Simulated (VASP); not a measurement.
# Pb (Fd-3m) in VASP: notebook

Pb is run at these levels: PBE, PBE+D3(BJ), PBE+D4, PBEsol; tasks: relaxation of cell and atoms, single point.

Everything below comes from runs of VASP 6.6.1. Logs are shortened: lines on timing, memory, paths and dates and some standing lists are left out, and cuts for length are marked.

**1. The cell of the first run**

The structure is cubic, space group Fd-3m (No. 227). The conventional cell has a = 6.878 Å, b = 6.878 Å, c = 6.878 Å, α = 90.00°, β = 90.00°, γ = 90.00°. Within 3.9 Å of Pb (site symmetry -43m) lie 4 Pb at 2.98 Å.

**2. Relaxation of cell and atoms, PBE**

File INCAR:

```
SYSTEM = Pb
ALGO = Fast
EDIFF = 1E-6
EDIFFG = -0.01
ENCUT = 600
GGA = PE
IBRION = 2
ISIF = 3
ISMEAR = -1
LASPH = .TRUE.
LCHARG = .FALSE.
LREAL = .FALSE.
LWAVE = .FALSE.
NELM = 60
NSW = 60
PREC = Accurate
SIGMA = 0.05
```

File KPOINTS:

```
k-points
0
G
  7 7 7
  0 0 0
```

File POSCAR:

```
Pb
1.0
    0.0000000000      3.4390000555      3.4390000555
    3.4390000555      0.0000000000      3.4390000555
    3.4390000555      3.4390000555      0.0000000000
Pb
2
Direct
    0.2500000000      0.2500000000      0.2500000000
    0.0000000000      0.0000000000      0.0000000000
```

Potentials or basis: VASP PAW PBE potentials, release 64 (Pb_d).

Command:

```sh
> cat potpaw_PBE.64/Pb_d/POTCAR > POTCAR
> mpirun -np 1 vasp_std > vasp.out
```

OUTCAR:

```text
SYSTEM = Pb
   EDIFF = 1E-6
   EDIFFG = -0.01
   ENCUT = 600
   GGA = PE
   IBRION = 2
   ISIF = 3
   ISMEAR = -1
   LASPH = .TRUE.
   LREAL = .FALSE.
   NELM = 60
   NSW = 60
   PREC = Accurate

 ion  position               nearest neighbor table
   1  0.250  0.250  0.250-   2 2.98   2 2.98   2 2.98   2 2.98
   2  0.000  0.000  0.000-   1 2.98   1 2.98   1 2.98   1 2.98

  LATTYP: Found a face centered cubic cell.
 ALAT       =     6.8780001110

  Lattice vectors:

 A1 = (   0.0000000000,   3.4390000555,   3.4390000555)
 A2 = (   3.4390000555,   0.0000000000,   3.4390000555)
 A3 = (   3.4390000555,   3.4390000555,   0.0000000000)

Analysis of symmetry for initial positions (statically):
=====================================================================
 Subroutine PRICEL returns:
 Original cell was already a primitive cell.

 Routine SETGRP: Setting up the symmetry group for a
 face centered cubic supercell.

 Subroutine GETGRP returns: Found 48 space group operations
 (whereof 24 operations were pure point group operations)
 out of a pool of 48 trial point group operations.

The static configuration has the point symmetry T_d .
 The point group associated with its full space group is O_h .

Analysis of symmetry for dynamics (positions and initial velocities):
=====================================================================
 Subroutine PRICEL returns:
 Original cell was already a primitive cell.

 Routine SETGRP: Setting up the symmetry group for a
 face centered cubic supercell.

 Subroutine GETGRP returns: Found 48 space group operations
 (whereof 24 operations were pure point group operations)
 out of a pool of 48 trial point group operations.

The dynamic configuration has the point symmetry T_d .
 The point group associated with its full space group is O_h .

 Subroutine INISYM returns: Found 48 space group operations
 (whereof 24 operations are pure point group operations),
 and found     1 'primitive' translations

----------------------------------------------------------------------------------------

                                     Primitive cell

  volume of cell :      81.3442

  direct lattice vectors                    reciprocal lattice vectors
     0.000000000  3.439000056  3.439000056    -0.145391100  0.145391100  0.145391100
     3.439000056  0.000000000  3.439000056     0.145391100 -0.145391100  0.145391100
     3.439000056  3.439000056  0.000000000     0.145391100  0.145391100 -0.145391100

  length of vectors
     4.863480519  4.863480519  4.863480519     0.251824772  0.251824772  0.251824772

  position of ions in fractional coordinates (direct lattice)
     0.250000000  0.250000000  0.250000000
     0.000000000  0.000000000  0.000000000

  ion indices of the primitive-cell ions
   primitive index   ion index
                 1           1
                 2           2

----------------------------------------------------------------------------------------

 KPOINTS: k-points

Automatic generation of k-mesh.
 Grid dimensions read from file:
 generate k-points for:    7    7    7

 Generating k-lattice:

  Cartesian coordinates                     Fractional coordinates (reciprocal lattice)
    -0.020770157  0.020770157  0.020770157     0.142857143  0.000000000  0.000000000
     0.020770157 -0.020770157  0.020770157     0.000000000  0.142857143  0.000000000
     0.020770157  0.020770157 -0.020770157     0.000000000  0.000000000  0.142857143

  Length of vectors
     0.035974967  0.035974967  0.035974967

  Shift w.r.t. Gamma in fractional coordinates (k-lattice)
     0.000000000  0.000000000  0.000000000

 Subroutine IBZKPT returns following result:
 ===========================================

 Found     20 irreducible k-points:

 Following reciprocal coordinates:
            Coordinates               Weight
  0.000000  0.000000  0.000000      1.000000
  0.142857  0.000000  0.000000      8.000000
  0.285714  0.000000  0.000000      8.000000
  0.428571  0.000000  0.000000      8.000000
  0.142857  0.142857  0.000000      6.000000
  0.285714  0.142857  0.000000     24.000000
[... 12 lines left out ...]
 -0.428571  0.428571  0.142857     24.000000
 -0.285714  0.428571  0.142857     24.000000
   k-points           NKPTS =     20   k-points in BZ     NKDIM =     20   number of bands    NBANDS=     18
   number of dos      NEDOS =    301   number of ions     NIONS =      2
   total plane-waves  NPLWV =  64000
   dimension x,y,z NGX =    40 NGY =   40 NGZ =   40
   dimension x,y,z NGXF=    80 NGYF=   80 NGZF=   80
   ions per type =               2
   NGX,Y,Z   is equivalent  to a cutoff of  13.67, 13.67, 13.67 a.u.
   NGXF,Y,Z  is equivalent  to a cutoff of  27.35, 27.35, 27.35 a.u.
 SYSTEM =  Pb
   PREC   = accura    normal or accurate (medium, high low for compatibility)
   ISTART =      0    job   : 0-new  1-cont  2-samecut
   ICHARG =      2    charge: 1-file 2-atom 10-const
   ISPIN  =      1    spin polarized calculation?
   LNONCOLLINEAR =      F non collinear calculations
   LSORBIT =      F    spin-orbit coupling
   LASPH  =      T    aspherical Exc in radial PAW
   ENCUT  =  600.0 eV  44.10 Ry    6.64 a.u.   9.71  9.71  9.71*2*pi/ulx,y,z
   NELM   =     60;   NELMIN=  2; NELMDL= -5     # of ELM steps
   EDIFF  = 0.1E-05   stopping-criterion for ELM
   LREAL  =      F    real-space projection
   EDIFFG = -.1E-01   stopping-criterion for IOM
   NSW    =     60    number of steps for IOM
   IBRION =      2    ionic relax: 0-MD 1-quasi-New 2-CG
   NFREE  =      1    steps in history (QN), initial steepest desc. (CG)
   ISIF   =      3    stress and relaxation
   ISYM   =      2    0-nonsym 1-usesym 2-fastsym
   POTIM  = 0.5000    time-step for ionic-motion
   TEBEG  =    0.0;   TEEND  =   0.0 temperature during run
   PSTRESS=    0.0 pullay stress
   NELECT =      28.0000    total number of electrons
   NUPDOWN=      -1.0000    fix difference up-down
   EMIN   =  10.00;   EMAX   =-10.00  energy-range for DOS
   EFERMI =   0.00;   METHOD = LEGACY
   ISMEAR =    -1;   SIGMA  =   0.05  broadening in eV -4-tet -1-fermi 0-gaus
   EFERMI_NEDOS =   21; number of points for ismear=-14 and -15
   IALGO  =     68    algorithm
   IMIX   =      4    mixing-type and parameters
     AMIX     =   0.40;   BMIX     =  1.00
     AMIX_MAG =   1.60;   BMIX_MAG =  1.00
  volume/ion in A,a.u.               =      40.67       274.47
  Fermi-wavevector in a.u.,A,eV,Ry     =   1.147322  2.168124 17.909999  1.316348
  Thomas-Fermi vector in A             =   2.284002
   LORBIT       =      0    0 simple, 1 ext, 2 COOP (PROOUT), +10 PAW based schemes
   GGA     = PE    functional components
   LHFCALC =     F    Hartree Fock is set to
   AEXX    =    0.0000 exact exchange contribution
   IVDW    =     0    specifies the selected vdW correction
   LEPSILON=     F    determine dielectric tensor
   LRPA    =     F    only Hartree local field effects (RPA)
 conjugate gradient relaxation of ions
 non-spin polarized calculation
 RMM-DIIS sequential band-by-band and
  energy-cutoff  :      600.00
  volume of cell :       81.34
 maximum number of plane-waves:      2734
   NGX = 19   NGY = 19   NGZ = 19

--------------------------------------- Ionic step        1  -------------------------------------------

 number of electron      28.0000004 magnetization

 Free energy of the ion-electron system (eV)
  ---------------------------------------------------
  ext. energy  EPLUGINS =         0.00000000
  ---------------------------------------------------
  free energy    TOTEN  =        -6.56330575 eV

  energy without entropy =       -6.55721798  energy(sigma->0) =       -6.56026187

------------------------ aborting loop because EDIFF is reached ----------------------------------------

  FORCE on cell =-STRESS in cart. coord.  units (eV):
  Direction    XX          YY          ZZ          XY          YZ          ZX
  --------------------------------------------------------------------------------------
  -------------------------------------------------------------------------------------
  Total        1.2126897      1.2126897      1.2126897     -0.0000000     -0.0000000      0.0000000
  in kB       23.8854669     23.8854669     23.8854669     -0.0000000     -0.0000000      0.0000000
  external PRESSURE =      23.8854669 kB  Pullay stress =       0.0000000 kB

 VOLUME and BASIS-vectors are now :
 -----------------------------------------------------------------------------
  energy-cutoff  :      600.00
  volume of cell :       81.34
      direct lattice vectors                 reciprocal lattice vectors
     0.000000000  3.439000056  3.439000056    -0.145391100  0.145391100  0.145391100
     3.439000056  0.000000000  3.439000056     0.145391100 -0.145391100  0.145391100
     3.439000056  3.439000056  0.000000000     0.145391100  0.145391100 -0.145391100
[... 73 lines left out ...]
 POSITION                                       TOTAL-FORCE (eV/Angst)
 -----------------------------------------------------------------------------------
      1.76657      1.76657      1.76657        -0.000000     -0.000000     -0.000000
      0.00000      0.00000      0.00000         0.000000      0.000000      0.000000
 -----------------------------------------------------------------------------------
    total drift:                               -0.000000     -0.000000      0.000000

  FREE ENERGIE OF THE ION-ELECTRON SYSTEM (eV)
  ---------------------------------------------------
  free  energy   TOTEN  =        -6.6084886583 eV

  energy  without entropy=       -6.6022263264  energy(sigma->0) =       -6.60535749

--------------------------------------- Ionic step        4  -------------------------------------------

 number of electron      27.9999998 magnetization

 Free energy of the ion-electron system (eV)
  ---------------------------------------------------
  ext. energy  EPLUGINS =         0.00000000
  ---------------------------------------------------
  free energy    TOTEN  =        -6.60859389 eV

  energy without entropy =       -6.60234126  energy(sigma->0) =       -6.60546757

 E-fermi :   3.6806     XC(G=0):  -8.0991

 val. band max:        3.6550654852   @ k =  -0.1429   0.1429   0.0000
 cond. band min:       3.6916000097   @ k =   0.1429   0.0000   0.0000
 fundamental gap:      0.0365345246
 Fermi energy:         3.6805629913

 k-point     1 :       0.0000    0.0000    0.0000
  band No.  band energies     occupation
      1     -13.3859      2.00000
      2     -13.3859      2.00000
      3     -13.3859      2.00000
      4     -13.3215      2.00000
      5     -13.3215      2.00000
      6     -12.9683      2.00000
[... 10 lines left out ...]
     17       6.0244      0.00000
     18       6.0244      0.00000
[... 419 lines left out ...]
 POSITION                                       TOTAL-FORCE (eV/Angst)
 -----------------------------------------------------------------------------------
      1.76417      1.76417      1.76417        -0.000000      0.000000      0.000000
      0.00000      0.00000      0.00000         0.000000     -0.000000     -0.000000
 -----------------------------------------------------------------------------------
    total drift:                               -0.000000     -0.000000      0.000000

  FREE ENERGIE OF THE ION-ELECTRON SYSTEM (eV)
  ---------------------------------------------------
  free  energy   TOTEN  =        -6.6085938873 eV

  energy  without entropy=       -6.6023412561  energy(sigma->0) =       -6.60546757

 reached required accuracy - stopping structural energy minimisation
```

It took 3.8 min on 1 thread of Intel Xeon 8259CL, shared host; peak memory 0.26 GiB.

What came out:

```yaml
Free_energy: -6.6086 eV
Relaxed_volume: 43.93 Å³/atom
Relaxed_cell: a = 4.990 Å, b = 4.990 Å, c = 4.990 Å, α = 60.00°, β = 60.00°, γ = 60.00°
Space_group_after_relaxing_to_0.05_Å: Fd-3m (No. 227)
Energy_gained_by_relaxing: 22.6 meV/atom
Ionic_steps: 4
Pressure_after_relaxing: 0.0 GPa
Band_gap_on_the_k_mesh: zero (band 14 reaches 4.04 eV, above the bottom of band 15 at 3.05 eV)
```

The path:
```
step  energy change (eV)  largest force (eV/Å)  pressure (GPa)  volume (Å³)
   1              0.0000                0.0000            2.39        81.34
   2             -0.0447                0.0000           -0.10        88.69
   3             -0.0452                0.0000           -0.12        88.21
   4             -0.0453                0.0000            0.02        87.85
```

Final structure:
```
Pb
1.0
     0.00000    3.52835    3.52835
     3.52835    0.00000    3.52835
     3.52835    3.52835    0.00000
Pb
2
Direct
  0.25000 0.25000 0.25000
  0.00000 0.00000 0.00000
```

Caveat: spin-orbit coupling is left out, which moves the levels of the heavy elements.

[end of part 1 of 2]
